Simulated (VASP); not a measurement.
**BN: vibrations by perturbation theory with PBE**

BN:

```
B N
1.0
     0.00000    1.76999    1.76999
     1.76999    0.00000    1.76999
     1.76999    1.76999    0.00000
B N
1 1
Direct
  0.00000 0.00000 0.00000
  0.75000 0.75000 0.75000
```

| Property | Result |
| --- | --- |
| Program | VASP 6.6.1 |
| Task | vibrations by perturbation theory |
| Functional | PBE |
| Potentials or basis | VASP PAW PBE potentials, release 64 (B, N) |
| Cutoff | 520 eV |
| k mesh | 12 × 12 × 12 |
| Occupations | gaussian, width 0.01 eV |
| Spin | no spin polarisation |
| Dipole correction | no |
| Further INCAR settings | ALGO = Normal; EDIFF = 1e-08; IBRION = 8; NSW = 1 |

```
Electronic dielectric tensor (diagonal)                 : 4.55
Born charges (mean of the diagonal)                     : B +1.88; N -1.88 e
Highest phonon frequency at Γ, LO-TO splitting left out : 1121 cm⁻¹
```

Phonon frequencies in cm⁻¹ (negative: imaginary):
```
              q point           frequencies
(0.000, 0.000, 0.000)  0 0 0 1121 1121 1121
```

Electronic dielectric tensor:
```
4.55 0.00 0.00
0.00 4.55 0.00
0.00 0.00 4.55
```

Born effective charge tensors (e):
atom 1, B
```
1.88 0.00 0.00
0.00 1.88 0.00
0.00 0.00 1.88
```
atom 2, N
```
-1.88  0.00  0.00
 0.00 -1.88  0.00
 0.00  0.00 -1.88
```

Run time: 110 s on 1 thread of Intel(R) Xeon(R) Platinum 8488C (Sapphire Rapids) (shared host), peak memory 0.17 GiB.

Caveat: the cell wasn't relaxed at this level first, which shifts response properties.
